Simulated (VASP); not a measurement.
# MgB2 (P6/mmm) in VASP: notebook

The runs below take MgB2 through single point, with r2SCAN.

Everything below comes from runs of VASP 6.6.1. Logs are shortened: lines on timing, memory, paths and dates and some standing lists are left out, and cuts for length are marked.

## (1) The cell of the first run

It takes space group P6/mmm (No. 191, hexagonal). Conventional cell: a = 3.069 Å, b = 3.069 Å, c = 3.513 Å, α = 90.00°, β = 90.00°, γ = 120.00°. Mg (site symmetry 6/mmm) has 12 B at 2.49 Å and 6 Mg at 3.07 Å within 3.3 Å. B (site symmetry -6m2) has 3 B at 1.77 Å within 2.4 Å.

## (2) Single point, r2SCAN

POSCAR

```
MgB2
1.0
    3.0686969421      0.0000000000      0.0000000000
   -1.5343484710      2.6575695083      0.0000000000
    0.0000000000      0.0000000000      3.5129910970
Mg B
1 2
Direct
    0.0000000000      0.0000000000      0.0000000000
    0.3333333333      0.6666666667      0.5000000000
    0.6666666667      0.3333333333      0.5000000000
```

INCAR.step1

```
ALGO = Normal ; EDIFF = 1E-4
ENCUT = 520 ; GGA = PE
ISMEAR = -1 ; LASPH = True
LCHARG = False ; LREAL = False
LWAVE = True ; NBANDS = 11
NELM = 60 ; PREC = Accurate
SIGMA = 0.15
```

INCAR.step2

```
ALGO = Normal ; EDIFF = 1E-6
ENCUT = 520 ; ISIF = 2
ISMEAR = -1 ; ISTART = 1
LASPH = True ; LCHARG = False
LMIXTAU = True ; LREAL = False
LWAVE = False ; METAGGA = R2SCAN
NBANDS = 11 ; NELM = 60
PREC = Accurate ; SIGMA = 0.15
```

KPOINTS

```
k-points
0
Gamma
  15 15 12
```

Potentials or basis: VASP PAW PBE potentials, release 64 (Mg, B).

Started as:

```console
$ cat potpaw_PBE.64/Mg/POTCAR potpaw_PBE.64/B/POTCAR > POTCAR
$ cp INCAR.step1 INCAR
$ mpirun -np 1 vasp_std > vasp.out
$ cp INCAR.step2 INCAR
$ mpirun -np 1 vasp_std > vasp.out
```

OUTCAR:

```text
EDIFF = 1E-6
   ENCUT = 520
   ISIF = 2
   ISMEAR = -1
   ISTART = 1
   LASPH = True
   LREAL = False
   METAGGA = R2SCAN
   NELM = 60
   PREC = Accurate

 ion  position               nearest neighbor table
   1  0.000  0.000  0.000-   2 2.49   3 2.49   2 2.49   3 2.49   2 2.49   2 2.49   3 2.49   3 2.49
                             3 2.49   3 2.49   2 2.49   2 2.49
   2  0.333  0.667  0.500-   3 1.77   3 1.77   3 1.77   1 2.49   1 2.49   1 2.49   1 2.49   1 2.49
                             1 2.49
   3  0.667  0.333  0.500-   2 1.77   2 1.77   2 1.77   1 2.49   1 2.49   1 2.49   1 2.49   1 2.49
                             1 2.49

  LATTYP: Found a hexagonal cell.
 ALAT       =     3.0686969421
 C/A-ratio  =     1.1447826759

  Lattice vectors:

 A1 = (   3.0686969421,   0.0000000000,   0.0000000000)
 A2 = (  -1.5343484710,   2.6575695083,   0.0000000000)
 A3 = (   0.0000000000,   0.0000000000,   3.5129910970)

Analysis of symmetry for initial positions (statically):
=====================================================================
 Subroutine PRICEL returns:
 Original cell was already a primitive cell.

 Routine SETGRP: Setting up the symmetry group for a
 hexagonal supercell.

 Subroutine GETGRP returns: Found 24 space group operations
 (whereof 24 operations were pure point group operations)
 out of a pool of 24 trial point group operations.

The static configuration has the point symmetry D_6h.

Analysis of symmetry for dynamics (positions and initial velocities):
=====================================================================
 Subroutine PRICEL returns:
 Original cell was already a primitive cell.

 Routine SETGRP: Setting up the symmetry group for a
 hexagonal supercell.

 Subroutine GETGRP returns: Found 24 space group operations
 (whereof 24 operations were pure point group operations)
 out of a pool of 24 trial point group operations.

The dynamic configuration has the point symmetry D_6h.

 Subroutine INISYM returns: Found 24 space group operations
 (whereof 24 operations are pure point group operations),
 and found     1 'primitive' translations

----------------------------------------------------------------------------------------

                                     Primitive cell

  volume of cell :      28.6494

  direct lattice vectors                    reciprocal lattice vectors
     3.068696942  0.000000000  0.000000000     0.325871215  0.188141834  0.000000000
    -1.534348471  2.657569508  0.000000000     0.000000000  0.376283667  0.000000000
     0.000000000  0.000000000  3.512991097     0.000000000  0.000000000  0.284657710

  length of vectors
     3.068696942  3.068696942  3.512991097     0.376283667  0.376283667  0.284657710

  position of ions in fractional coordinates (direct lattice)
     0.000000000  0.000000000  0.000000000
     0.333333333  0.666666667  0.500000000
     0.666666667  0.333333333  0.500000000

  ion indices of the primitive-cell ions
   primitive index   ion index
                 1           1
                 2           2
                 3           3

----------------------------------------------------------------------------------------

 KPOINTS: k-points

Automatic generation of k-mesh.
 Grid dimensions read from file:
 generate k-points for:   15   15   12

 Generating k-lattice:

  Cartesian coordinates                     Fractional coordinates (reciprocal lattice)
     0.021724748  0.012542789  0.000000000     0.066666667  0.000000000  0.000000000
     0.000000000  0.025085578  0.000000000     0.000000000  0.066666667  0.000000000
     0.000000000  0.000000000  0.023721476     0.000000000  0.000000000  0.083333333

  Length of vectors
     0.025085578  0.025085578  0.023721476

  Shift w.r.t. Gamma in fractional coordinates (k-lattice)
     0.000000000  0.000000000  0.000000000

 Subroutine IBZKPT returns following result:
 ===========================================

 Found    189 irreducible k-points:

 Following reciprocal coordinates:
            Coordinates               Weight
  0.000000  0.000000  0.000000      1.000000
  0.066667  0.000000  0.000000      6.000000
  0.133333  0.000000  0.000000      6.000000
  0.200000 -0.000000  0.000000      6.000000
  0.266667  0.000000  0.000000      6.000000
  0.333333 -0.000000  0.000000      6.000000
[... 16 lines left out ...]
  0.333333  0.200000  0.000000     12.000000
  0.400000  0.200000  0.000000      6.000000
 [... further k-points ...]
   k-points           NKPTS =    189   k-points in BZ     NKDIM =    189   number of bands    NBANDS=     11
   number of dos      NEDOS =    301   number of ions     NIONS =      3
   total plane-waves  NPLWV =  16128
   dimension x,y,z NGX =    24 NGY =   24 NGZ =   28
   dimension x,y,z NGXF=    48 NGYF=   48 NGZF=   56
   ions per type =               1   2
   NGX,Y,Z   is equivalent  to a cutoff of  13.00, 13.00, 13.25 a.u.
   NGXF,Y,Z  is equivalent  to a cutoff of  26.00, 26.00, 26.50 a.u.
 SYSTEM =  unknown system
   PREC   = accura    normal or accurate (medium, high low for compatibility)
   ISTART =      1    job   : 0-new  1-cont  2-samecut
   ICHARG =      0    charge: 1-file 2-atom 10-const
   ISPIN  =      1    spin polarized calculation?
   LNONCOLLINEAR =      F non collinear calculations
   LSORBIT =      F    spin-orbit coupling
   LASPH  =      T    aspherical Exc in radial PAW
   ENCUT  =  520.0 eV  38.22 Ry    6.18 a.u.   5.71  5.71  6.53*2*pi/ulx,y,z
   NELM   =     60;   NELMIN=  2; NELMDL=  0     # of ELM steps
   EDIFF  = 0.1E-05   stopping-criterion for ELM
   LREAL  =      F    real-space projection
   EDIFFG = 0.1E-04   stopping-criterion for IOM
   NSW    =      0    number of steps for IOM
   IBRION =     -1    ionic relax: 0-MD 1-quasi-New 2-CG
   NFREE  =      0    steps in history (QN), initial steepest desc. (CG)
   ISIF   =      2    stress and relaxation
   ISYM   =      2    0-nonsym 1-usesym 2-fastsym
   POTIM  = 0.5000    time-step for ionic-motion
   TEBEG  =    0.0;   TEEND  =   0.0 temperature during run
   PSTRESS=    0.0 pullay stress
   NELECT =       8.0000    total number of electrons
   NUPDOWN=      -1.0000    fix difference up-down
   EMIN   =  10.00;   EMAX   =-10.00  energy-range for DOS
   EFERMI =   0.00;   METHOD = LEGACY
   ISMEAR =    -1;   SIGMA  =   0.15  broadening in eV -4-tet -1-fermi 0-gaus
   EFERMI_NEDOS =   21; number of points for ismear=-14 and -15
   IALGO  =     38    algorithm
   IMIX   =      4    mixing-type and parameters
     AMIX     =   0.40;   BMIX     =  1.00
     AMIX_MAG =   1.60;   BMIX_MAG =  1.00
  volume/ion in A,a.u.               =       9.55        64.45
  Fermi-wavevector in a.u.,A,eV,Ry     =   1.070039  2.022080 15.578445  1.144983
  Thomas-Fermi vector in A             =   2.205737
   LORBIT       =      0    0 simple, 1 ext, 2 COOP (PROOUT), +10 PAW based schemes
   METAGGA = R2SCAN    functional components
   LHFCALC =     F    Hartree Fock is set to
   AEXX    =    0.0000 exact exchange contribution
   IVDW    =     0    specifies the selected vdW correction
   LEPSILON=     F    determine dielectric tensor
   LRPA    =     F    only Hartree local field effects (RPA)
 non-spin polarized calculation
  energy-cutoff  :      520.00
  volume of cell :       28.65
 maximum number of plane-waves:       784
 NGX is ok and might be reduce to    24
   NGX = 11   NGY = 11   NGZ = 13

 number of electron       8.0000000 magnetization

 Free energy of the ion-electron system (eV)
  ---------------------------------------------------
  ext. energy  EPLUGINS =         0.00000000
  ---------------------------------------------------
  free energy    TOTEN  =       -19.42806488 eV

  energy without entropy =      -19.38177068  energy(sigma->0) =      -19.40491778

 E-fermi :   5.3764     XC(G=0): -11.5830

 val. band max:        5.3639017426   @ k =   0.0667   0.0000   0.0833
 cond. band min:       5.3839134480   @ k =   0.4000   0.0000   0.5000
 fundamental gap:      0.0200117053
 Fermi energy:         5.3763841830

 k-point     1 :       0.0000    0.0000    0.0000
  band No.  band energies     occupation
      1      -7.9338      2.00000
      2       2.1868      2.00000
      3       5.7767      0.12969
      4       5.7767      0.12968
      5       7.3355      0.00000
      6      12.0715      0.00000
      7      12.0715      0.00000
      8      14.0370      0.00000
      9      16.3025      0.00000
     10      19.3739      0.00000
     11      22.7515      0.00000

 k-point     2 :       0.0667    0.0000    0.0000
  band No.  band energies     occupation
      1      -7.8516      2.00000
      2       2.2675      2.00000
      3       5.3369      1.13074
      4       5.5720      0.42690
      5       7.4051      0.00000
      6      12.0556      0.00000
      7      12.4454      0.00000
      8      14.2295      0.00000
      9      15.9779      0.00000
     10      19.7685      0.00000
     11      22.3458      0.00000

 k-point     3 :       0.1333    0.0000    0.0000
  band No.  band energies     occupation
      1      -7.6056      2.00000
      2       2.5084      2.00000
      3       4.2402      1.99897
      4       5.0792      1.75769
      5       7.6232      0.00000
      6      11.8502      0.00000
      7      13.4417      0.00000
      8      14.7852      0.00000
      9      15.0873      0.00000
     10      20.8232      0.00000
     11      21.5161      0.00000
[... 267 lines left out ...]
 k-point    23 :       0.3333    0.2000    0.0000
  band No.  band energies     occupation
      1      -4.0764      2.00000
      2      -1.7033      2.00000
      3       0.7734      2.00000
      4       5.7548      0.14853
      5       8.7989      0.00000
      6      10.9092      0.00000
      7      12.2872      0.00000
      8      14.4369      0.00000
      9      15.7914      0.00000
     10      18.2391      0.00000
     11      19.1274      0.00000

 k-point    24 :       0.4000    0.2000    0.0000
  band No.  band energies     occupation
      1      -3.3556      2.00000
      2      -2.5244      2.00000
      3       0.6707      2.00000
      4       6.1738      0.00977
      5       8.2878      0.00000
      6      11.5089      0.00000
      7      11.7820      0.00000
      8      14.3781      0.00000
      9      15.6337      0.00000
     10      18.2778      0.00000
     11      20.1533      0.00000

 [... further k-points ...]
[... 5 lines left out ...]
  --------------------------------------------------------------------------------------
  -------------------------------------------------------------------------------------
  Total       -0.0518281     -0.0518281     -0.1154566     -0.0000000     -0.0000000      0.0000000
  in kB       -2.8984134     -2.8984134     -6.4567439     -0.0000000     -0.0000000      0.0000000
  external PRESSURE =      -4.0845235 kB  Pullay stress =       0.0000000 kB

 VOLUME and BASIS-vectors are now :
 -----------------------------------------------------------------------------
  energy-cutoff  :      520.00
  volume of cell :       28.65
      direct lattice vectors                 reciprocal lattice vectors
     3.068696942  0.000000000  0.000000000     0.325871215  0.188141834  0.000000000
    -1.534348471  2.657569508  0.000000000     0.000000000  0.376283667  0.000000000
     0.000000000  0.000000000  3.512991097     0.000000000  0.000000000  0.284657710

 POSITION                                       TOTAL-FORCE (eV/Angst)
 -----------------------------------------------------------------------------------
      0.00000      0.00000      0.00000         0.000000      0.000000      0.000000
     -0.00000      1.77171      1.75650        -0.000000      0.000000      0.000000
      1.53435      0.88586      1.75650         0.000000      0.000000      0.000000
 -----------------------------------------------------------------------------------
    total drift:                                0.000000     -0.000000      0.000000

  FREE ENERGIE OF THE ION-ELECTRON SYSTEM (eV)
  ---------------------------------------------------
  free  energy   TOTEN  =       -19.4280648752 eV

  energy  without entropy=      -19.3817706764  energy(sigma->0) =      -19.40491778
```

It took 82 s on 1 thread of Intel Xeon Platinum 8488C (Sapphire Rapids), shared host; peak memory 0.19 GiB.

Results:

| Item | Value |
| --- | --- |
| Free energy | -19.4281 eV |
| Pressure | -0.4 GPa |
| Band gap on the k mesh | zero (band 4 reaches 7.27 eV, above the bottom of band 5 at 3.26 eV) |

Caveat: the PAW data sets were made with another functional, which shifts forces and pressure a little.

## (3) Single point, r2SCAN

This run uses another cell than the first one, of 9.19 Å³/atom, 0.962 times its volume.

POSCAR

```
MgB2
1.0
    3.0360869156      0.0000000000      0.0000000000
   -1.5180434578      2.6293283970      0.0000000000
    0.0000000000      0.0000000000      3.4529775513
Mg B
1 2
Direct
    0.0000000000      0.0000000000      0.0000000000
    0.3333333333      0.6666666667      0.5000000000
    0.6666666667      0.3333333333      0.5000000000
```

INCAR.step1

```
ALGO = Normal
EDIFF = 1E-4
ENCUT = 520
GGA = PE
ISMEAR = 0
LASPH = T
LCHARG = F
LREAL = F
LWAVE = T
NBANDS = 11
NELM = 100
PREC = Accurate
SIGMA = 0.1
```

INCAR.step2

```
ALGO = Normal
EDIFF = 1E-7
ENCUT = 520
ISIF = 2
ISMEAR = 0
ISTART = 1
LASPH = T
LCHARG = F
LMIXTAU = T
LREAL = F
LWAVE = F
METAGGA = R2SCAN
NBANDS = 11
NELM = 100
PREC = Accurate
SIGMA = 0.1
```

KPOINTS

```
k-points
0
Gamma
  9 9 6
```

Potentials or basis: VASP PAW PBE potentials, release 64 (Mg, B).

Started as:

```console
$ cat potpaw_PBE.64/Mg/POTCAR potpaw_PBE.64/B/POTCAR > POTCAR
$ cp INCAR.step1 INCAR
$ mpirun -np 1 vasp_std > vasp.out
$ cp INCAR.step2 INCAR
$ mpirun -np 1 vasp_std > vasp.out
```

Wall time 59 s (1 thread of Intel Xeon Platinum 8259CL at 2.50GHz (Skylake/Cascade Lake), shared host); peak memory 0.16 GiB.

The run converged. Its results:

| Property | Result |
| --- | --- |
| Free energy | -19.3881 eV |
| Pressure | 5.7 GPa |
| Band gap on the k mesh | zero (band 4 reaches 7.60 eV, above the bottom of band 5 at 3.45 eV) |

Stress tensor (GPa, compression positive):
```
5.85 0.00 0.00
0.00 5.85 0.00
0.00 0.00 5.52
```

Levels at points of the mesh, in eV from the Fermi level:
```csv
k point,band 1,band 2,band 3,band 4,band 5,band 6,band 7,band 8,band 9
"(0.00, 0.00, 0.00)",-13.49,-3.13,0.45,0.45,2.24,6.86,6.86,9.05,11.30
"(0.00, 0.00, 0.50)",-12.12,-7.92,0.88,0.88,7.16,7.16,8.91,11.18,11.58
```

Caveat: the PAW data sets were made with another functional, which shifts forces and pressure a little.
